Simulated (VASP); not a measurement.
# BaTiO3 (Pm-3m) in VASP: a series of runs

Runs on BaTiO3. Level: PBE. Tasks: single point.

Everything below comes from runs of VASP 6.6.1. Logs are shortened: lines on timing, memory, paths and dates and some standing lists are left out, and cuts for length are marked.

## Step 1: The cell of the first run

Symmetry: Pm-3m, No. 221, cubic system. Conventional cell: a = 4.031 Å, b = 4.031 Å, c = 4.031 Å, α = 90.00°, β = 90.00°, γ = 90.00°. Within 3.8 Å of Ba (site symmetry m-3m) lie 12 O at 2.85 Å and 8 Ti at 3.49 Å. Within 2.7 Å of O (site symmetry 4/mmm) lie 2 Ti at 2.02 Å. Ti (site symmetry m-3m) has 6 O at 2.02 Å within 2.7 Å.

## Step 2: Single point, PBE

INCAR

```
PREC     = Accurate       # precision mode
ENCUT    = 520            # plane-wave cutoff, eV
EDIFF    = 1E-7           # SCF threshold, eV
ISMEAR   = 0              # smearing method
SIGMA    = 0.0863         # smearing width, eV
LREAL    = False          # projectors in reciprocal space
LASPH    = True           # aspherical terms in the spheres
NELM     = 60             # most SCF steps
ALGO     = Normal         # electronic algorithm
ISIF     = 2              # what is computed and relaxed
LWAVE    = False          # write WAVECAR
LCHARG   = False          # write CHGCAR
GGA      = PE             # functional
NBANDS   = 28             # bands
```

KPOINTS

```
Automatic mesh
0
Gamma
  6 6 6
```

POSCAR

```
BaTiO3
1.0
    4.0309657500      0.0000000000      0.0000000000
    0.0000000000      4.0309657500      0.0000000000
    0.0000000000      0.0000000000      4.0309657500
Ba O Ti
1 3 1
Direct
    0.0000000000      0.0000000000      0.0000000000
    0.5000000000      0.5000000000      0.0000000000
    0.0000000000      0.5000000000      0.5000000000
    0.5000000000      0.0000000000      0.5000000000
    0.5000000000      0.5000000000      0.5000000000
```

Potentials or basis: VASP PAW PBE potentials, release 64 (Ba_sv, O, Ti_sv).

On the command line:

```sh
> cat potpaw_PBE.64/Ba_sv/POTCAR potpaw_PBE.64/O/POTCAR potpaw_PBE.64/Ti_sv/POTCAR > POTCAR
> mpirun -np 1 vasp_std > vasp.out
```

OUTCAR:

```text
PREC = Accurate
   ENCUT = 520
   EDIFF = 1E-7
   ISMEAR = 0
   LREAL = False
   LASPH = True
   NELM = 60
   ISIF = 2
   GGA = PE

 ion  position               nearest neighbor table
   1  0.000  0.000  0.000-   2 2.85   3 2.85   4 2.85   3 2.85   4 2.85   2 2.85   3 2.85   3 2.85
                             2 2.85   4 2.85   4 2.85   2 2.85   5 3.49   5 3.49   5 3.49   5 3.49
   2  0.500  0.500  0.000-   5 2.02   5 2.02   1 2.85   1 2.85   1 2.85   1 2.85
   3  0.000  0.500  0.500-   5 2.02   5 2.02   1 2.85   1 2.85   1 2.85   1 2.85
   4  0.500  0.000  0.500-   5 2.02   5 2.02   1 2.85   1 2.85   1 2.85   1 2.85
   5  0.500  0.500  0.500-   2 2.02   3 2.02   4 2.02   2 2.02   4 2.02   3 2.02   1 3.49   1 3.49
                             1 3.49   1 3.49   1 3.49   1 3.49   1 3.49   1 3.49

  LATTYP: Found a simple cubic cell.
 ALAT       =     4.0309657500

  Lattice vectors:

 A1 = (   4.0309657500,   0.0000000000,   0.0000000000)
 A2 = (   0.0000000000,   4.0309657500,   0.0000000000)
 A3 = (   0.0000000000,   0.0000000000,   4.0309657500)

Analysis of symmetry for initial positions (statically):
=====================================================================
 Subroutine PRICEL returns:
 Original cell was already a primitive cell.

 Routine SETGRP: Setting up the symmetry group for a
 simple cubic supercell.

 Subroutine GETGRP returns: Found 48 space group operations
 (whereof 48 operations were pure point group operations)
 out of a pool of 48 trial point group operations.

The static configuration has the point symmetry O_h .

Analysis of symmetry for dynamics (positions and initial velocities):
=====================================================================
 Subroutine PRICEL returns:
 Original cell was already a primitive cell.

 Routine SETGRP: Setting up the symmetry group for a
 simple cubic supercell.

 Subroutine GETGRP returns: Found 48 space group operations
 (whereof 48 operations were pure point group operations)
 out of a pool of 48 trial point group operations.

The dynamic configuration has the point symmetry O_h .

 Subroutine INISYM returns: Found 48 space group operations
 (whereof 48 operations are pure point group operations),
 and found     1 'primitive' translations

----------------------------------------------------------------------------------------

                                     Primitive cell

  volume of cell :      65.4979

  direct lattice vectors                    reciprocal lattice vectors
     4.030965750  0.000000000  0.000000000     0.248079508  0.000000000  0.000000000
     0.000000000  4.030965750  0.000000000     0.000000000  0.248079508  0.000000000
     0.000000000  0.000000000  4.030965750     0.000000000  0.000000000  0.248079508

  length of vectors
     4.030965750  4.030965750  4.030965750     0.248079508  0.248079508  0.248079508

  position of ions in fractional coordinates (direct lattice)
     0.000000000  0.000000000  0.000000000
     0.500000000  0.500000000  0.000000000
     0.000000000  0.500000000  0.500000000
     0.500000000  0.000000000  0.500000000
     0.500000000  0.500000000  0.500000000

  ion indices of the primitive-cell ions
   primitive index   ion index
                 1           1
                 2           2
                 3           3
                 4           4
                 5           5

----------------------------------------------------------------------------------------

 KPOINTS: Automatic mesh

Automatic generation of k-mesh.
 Grid dimensions read from file:
 generate k-points for:    6    6    6

 Generating k-lattice:

  Cartesian coordinates                     Fractional coordinates (reciprocal lattice)
     0.041346585  0.000000000  0.000000000     0.166666667  0.000000000  0.000000000
     0.000000000  0.041346585  0.000000000     0.000000000  0.166666667  0.000000000
     0.000000000  0.000000000  0.041346585     0.000000000  0.000000000  0.166666667

  Length of vectors
     0.041346585  0.041346585  0.041346585

  Shift w.r.t. Gamma in fractional coordinates (k-lattice)
     0.000000000  0.000000000  0.000000000

 Subroutine IBZKPT returns following result:
 ===========================================

 Found     20 irreducible k-points:

 Following reciprocal coordinates:
            Coordinates               Weight
  0.000000  0.000000  0.000000      1.000000
  0.166667  0.000000  0.000000      6.000000
  0.333333  0.000000  0.000000      6.000000
  0.500000  0.000000  0.000000      3.000000
  0.166667  0.166667  0.000000     12.000000
  0.333333  0.166667  0.000000     24.000000
[... 12 lines left out ...]
  0.500000  0.500000  0.333333      6.000000
  0.500000  0.500000  0.500000      1.000000
   k-points           NKPTS =     20   k-points in BZ     NKDIM =     20   number of bands    NBANDS=     28
   number of dos      NEDOS =    301   number of ions     NIONS =      5
   total plane-waves  NPLWV =  27000
   dimension x,y,z NGX =    30 NGY =   30 NGZ =   30
   dimension x,y,z NGXF=    60 NGYF=   60 NGZF=   60
   ions per type =               1   3   1
   NGX,Y,Z   is equivalent  to a cutoff of  12.37, 12.37, 12.37 a.u.
   NGXF,Y,Z  is equivalent  to a cutoff of  24.75, 24.75, 24.75 a.u.
 SYSTEM =  unknown system
   PREC   = accura    normal or accurate (medium, high low for compatibility)
   ISTART =      0    job   : 0-new  1-cont  2-samecut
   ICHARG =      2    charge: 1-file 2-atom 10-const
   ISPIN  =      1    spin polarized calculation?
   LNONCOLLINEAR =      F non collinear calculations
   LSORBIT =      F    spin-orbit coupling
   LASPH  =      T    aspherical Exc in radial PAW
   ENCUT  =  520.0 eV  38.22 Ry    6.18 a.u.   7.49  7.49  7.49*2*pi/ulx,y,z
   NELM   =     60;   NELMIN=  2; NELMDL= -5     # of ELM steps
   EDIFF  = 0.1E-06   stopping-criterion for ELM
   LREAL  =      F    real-space projection
   EDIFFG = 0.1E-05   stopping-criterion for IOM
   NSW    =      0    number of steps for IOM
   IBRION =     -1    ionic relax: 0-MD 1-quasi-New 2-CG
   NFREE  =      0    steps in history (QN), initial steepest desc. (CG)
   ISIF   =      2    stress and relaxation
   ISYM   =      2    0-nonsym 1-usesym 2-fastsym
   POTIM  = 0.5000    time-step for ionic-motion
   TEBEG  =    0.0;   TEEND  =   0.0 temperature during run
   PSTRESS=    0.0 pullay stress
   NELECT =      40.0000    total number of electrons
   NUPDOWN=      -1.0000    fix difference up-down
   EMIN   =  10.00;   EMAX   =-10.00  energy-range for DOS
   EFERMI =   0.00;   METHOD = LEGACY
   ISMEAR =     0;   SIGMA  =   0.09  broadening in eV -4-tet -1-fermi 0-gaus
   EFERMI_NEDOS =   21; number of points for ismear=-14 and -15
   IALGO  =     38    algorithm
   IMIX   =      4    mixing-type and parameters
     AMIX     =   0.40;   BMIX     =  1.00
     AMIX_MAG =   1.60;   BMIX_MAG =  1.00
  volume/ion in A,a.u.               =      13.10        88.40
  Fermi-wavevector in a.u.,A,eV,Ry     =   1.388947  2.624730 26.248008  1.929174
  Thomas-Fermi vector in A             =   2.513025
   LORBIT       =      0    0 simple, 1 ext, 2 COOP (PROOUT), +10 PAW based schemes
   GGA     = PE    functional components
   LHFCALC =     F    Hartree Fock is set to
   AEXX    =    0.0000 exact exchange contribution
   IVDW    =     0    specifies the selected vdW correction
   LEPSILON=     F    determine dielectric tensor
   LRPA    =     F    only Hartree local field effects (RPA)
 non-spin polarized calculation
 Gauss-broadening in eV      SIGMA  =   0.09
  energy-cutoff  :      520.00
  volume of cell :       65.50
 maximum number of plane-waves:      1791
 NGX is ok and might be reduce to    30
   NGX = 15   NGY = 15   NGZ = 15

 number of electron      39.9999976 magnetization

 Free energy of the ion-electron system (eV)
  ---------------------------------------------------
  ext. energy  EPLUGINS =         0.00000000
  ---------------------------------------------------
  free energy    TOTEN  =       -39.98520576 eV

  energy without entropy =      -39.98520576  energy(sigma->0) =      -39.98520576

 E-fermi :   4.0673     XC(G=0): -11.1484

 val. band max:        3.6714923947   @ k =   0.5000   0.5000   0.5000
 cond. band min:       5.3724720479   @ k =   0.0000   0.0000   0.0000
 fundamental gap:      1.7009796531
 Fermi energy:         4.0672915175

 k-point     1 :       0.0000    0.0000    0.0000
  band No.  band energies     occupation
      1     -53.0570      2.00000
      2     -29.2567      2.00000
      3     -29.2567      2.00000
      4     -29.2567      2.00000
      5     -21.1931      2.00000
      6     -13.1727      2.00000
[... 20 lines left out ...]
     27       8.6983      0.00000
     28      10.8232      0.00000

 k-point     2 :       0.1667    0.0000    0.0000
  band No.  band energies     occupation
      1     -53.0567      2.00000
      2     -29.2684      2.00000
      3     -29.2562      2.00000
      4     -29.2562      2.00000
      5     -21.1670      2.00000
      6     -13.1862      2.00000
[... 20 lines left out ...]
     27       9.2182      0.00000
     28      11.4720      0.00000

 k-point     3 :       0.3333    0.0000    0.0000
  band No.  band energies     occupation
      1     -53.0563      2.00000
      2     -29.2918      2.00000
      3     -29.2553      2.00000
      4     -29.2553      2.00000
      5     -21.1139      2.00000
      6     -13.2901      2.00000
[... 20 lines left out ...]
     27      10.4202      0.00000
     28      11.8612      0.00000

 k-point     4 :       0.5000    0.0000    0.0000
  band No.  band energies     occupation
      1     -53.0561      2.00000
      2     -29.3034      2.00000
      3     -29.2549      2.00000
      4     -29.2549      2.00000
      5     -21.0868      2.00000
      6     -13.3631      2.00000
[... 20 lines left out ...]
     27      11.1523      0.00000
     28      11.7813      0.00000

 k-point     5 :       0.1667    0.1667    0.0000
  band No.  band energies     occupation
      1     -53.0565      2.00000
      2     -29.2682      2.00000
      3     -29.2677      2.00000
      4     -29.2558      2.00000
      5     -21.1431      2.00000
      6     -13.1623      2.00000
[... 20 lines left out ...]
     27       9.7231      0.00000
     28      11.7263      0.00000

 k-point     6 :       0.3333    0.1667    0.0000
  band No.  band energies     occupation
      1     -53.0561      2.00000
      2     -29.2912      2.00000
      3     -29.2669      2.00000
      4     -29.2549      2.00000
      5     -21.0944      2.00000
      6     -13.1959      2.00000
[... 339 lines left out ...]
      5     -21.0048      2.00000
      6     -12.6916      2.00000
[... 20 lines left out ...]
     27      11.3834      0.00000
     28      11.3834      0.00000

 k-point    18 :       0.5000    0.3333    0.3333
  band No.  band energies     occupation
      1     -53.0548      2.00000
      2     -29.2995      2.00000
      3     -29.2878      2.00000
      4     -29.2876      2.00000
      5     -20.9878      2.00000
      6     -12.5887      2.00000
[... 20 lines left out ...]
     27      11.2472      0.00000
     28      11.2702      0.00000

 k-point    19 :       0.5000    0.5000    0.3333
  band No.  band energies     occupation
      1     -53.0545      2.00000
      2     -29.2989      2.00000
      3     -29.2989      2.00000
      4     -29.2872      2.00000
      5     -20.9719      2.00000
      6     -12.4216      2.00000
[... 20 lines left out ...]
     27      10.9356      0.00000
     28      11.1123      0.00000

 k-point    20 :       0.5000    0.5000    0.5000
  band No.  band energies     occupation
      1     -53.0543      2.00000
      2     -29.2984      2.00000
      3     -29.2984      2.00000
      4     -29.2984      2.00000
      5     -20.9567      2.00000
      6     -12.2844      2.00000
[... 20 lines left out ...]
     27      11.1125      0.00000
     28      11.1125      0.00000

------------------------ aborting loop because EDIFF is reached ----------------------------------------

  FORCE on cell =-STRESS in cart. coord.  units (eV):
  Direction    XX          YY          ZZ          XY          YZ          ZX
  --------------------------------------------------------------------------------------
  -------------------------------------------------------------------------------------
  Total        0.1141371      0.1141371      0.1141371      0.0000000     -0.0000000      0.0000000
  in kB        2.7919649      2.7919649      2.7919649      0.0000000     -0.0000000      0.0000000
  external PRESSURE =       2.7919649 kB  Pullay stress =       0.0000000 kB

 VOLUME and BASIS-vectors are now :
 -----------------------------------------------------------------------------
  energy-cutoff  :      520.00
  volume of cell :       65.50
      direct lattice vectors                 reciprocal lattice vectors
     4.030965750  0.000000000  0.000000000     0.248079508  0.000000000  0.000000000
     0.000000000  4.030965750  0.000000000     0.000000000  0.248079508  0.000000000
     0.000000000  0.000000000  4.030965750     0.000000000  0.000000000  0.248079508

 POSITION                                       TOTAL-FORCE (eV/Angst)
 -----------------------------------------------------------------------------------
      0.00000      0.00000      0.00000         0.000000      0.000000      0.000000
      2.01548      2.01548      0.00000         0.000000      0.000000      0.000000
      0.00000      2.01548      2.01548         0.000000      0.000000      0.000000
      2.01548      0.00000      2.01548         0.000000      0.000000      0.000000
      2.01548      2.01548      2.01548         0.000000      0.000000      0.000000
 -----------------------------------------------------------------------------------
    total drift:                                0.000000      0.000000     -0.000000

  FREE ENERGIE OF THE ION-ELECTRON SYSTEM (eV)
  ---------------------------------------------------
  free  energy   TOTEN  =       -39.9852057644 eV

  energy  without entropy=      -39.9852057644  energy(sigma->0) =      -39.98520576
```

It took 35 s on 1 thread of Intel Xeon Platinum 8375C at 2.90GHz (Ice Lake), shared host; peak memory 0.19 GiB.

Results:

- Free energy: -39.9852 eV
- Pressure: 0.3 GPa
- Band gap on the k mesh: 1.70 eV, indirect (least direct gap 1.87 eV)

Caveat: spin-orbit coupling is left out, which moves the levels of the heavy elements. A hybrid or GW would open this gap; PBE tends to underestimate it.

## Step 3: Single point, PBE

INCAR

```
PREC     = Accurate       # precision mode
ENCUT    = 910            # plane-wave cutoff, eV
EDIFF    = 1E-6           # SCF threshold, eV
ISMEAR   = 0              # smearing method
SIGMA    = 0.0863         # smearing width, eV
LREAL    = False          # projectors in reciprocal space
LASPH    = True           # aspherical terms in the spheres
NELM     = 120            # most SCF steps
ALGO     = Normal         # electronic algorithm
ISIF     = 2              # what is computed and relaxed
LWAVE    = False          # write WAVECAR
LCHARG   = False          # write CHGCAR
GGA      = PE             # functional
NBANDS   = 28             # bands
GGA_COMPAT= False
```

KPOINTS is that of step 2.

POSCAR is that of step 2.

Potentials or basis: VASP PAW PBE potentials, release 64 (Ba_sv, O_h, Ti_sv).

On the command line:

```sh
> cat potpaw_PBE.64/Ba_sv/POTCAR potpaw_PBE.64/O_h/POTCAR potpaw_PBE.64/Ti_sv/POTCAR > POTCAR
> mpirun -np 1 vasp_std > vasp.out
```

It took 97 s on 1 thread of AMD EPYC 7R43 (Zen 3), shared host; peak memory 0.24 GiB.

Results (log left out):

* Free energy: -40.0086 eV
* Pressure: 0.0 GPa
* Band gap on the k mesh: 1.71 eV, indirect (least direct gap 1.87 eV)

Levels at points of the mesh, in eV from the valence-band top:
```csv
k point,band 17,band 18,band 19,band 20,band 21,band 22,band 23,band 24
"(0.00, 0.00, 0.00)",-1.06,-0.16,-0.16,-0.16,1.71,1.71,1.71,3.76
"(0.50, 0.00, 0.00)",-1.80,-1.80,-0.71,-0.71,1.85,3.38,3.38,3.77
"(0.50, 0.50, 0.00)",-1.72,-0.88,-0.88,-0.09,3.39,3.39,3.79,4.58
"(0.50, 0.50, 0.50)",-2.41,0.00,0.00,0.00,4.03,4.03,4.03,6.63
```

Caveat: the cutoff is under 1.25 times the usual one of these potentials, so pressure, stress and relaxed cells hold a basis-set (Pulay) error; spin-orbit coupling is left out, which moves the levels of the heavy elements. Expect the measured gap to be larger: semilocal functionals such as PBE lack the derivative discontinuity.
